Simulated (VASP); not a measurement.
A run of VASP 6.6.1 is set up as follows.

File INCAR:

```
SYSTEM = Mn
ALGO = Normal
EDIFF = 1E-6
ENCUT = 520
GGA = RP
ISIF = 2
ISMEAR = -1
ISPIN = 2
LASPH = .TRUE.
LCHARG = .FALSE.
LMAXMIX = 4
LORBIT = 11
LREAL = .FALSE.
LWAVE = .FALSE.
MAGMOM = 3
NBANDS = 16
NELM = 150
PREC = Accurate
SIGMA = 0.05
```

The input KPOINTS:

```
k-points
0
G
  13 13 13
  0 0 0
```

File POSCAR:

```
Mn
1.0
    2.3092310020      0.0000000000      0.0000000000
    0.0000000000      2.3092310020      0.0000000000
    0.0000000000      0.0000000000      2.3092310020
Mn
1
Direct
    0.0000000000      0.0000000000      0.0000000000
```

Potentials or basis: VASP PAW PBE potentials, release 64 (Mn_pv).

Command:

```sh
$ cat potpaw_PBE.64/Mn_pv/POTCAR > POTCAR
$ mpirun -np 1 vasp_std > vasp.out
```

Q: Estimate the site moments.

A: Mn +0.62 μB.

Q: What does it give for the net moment?

A: 0.62 μB per cell.
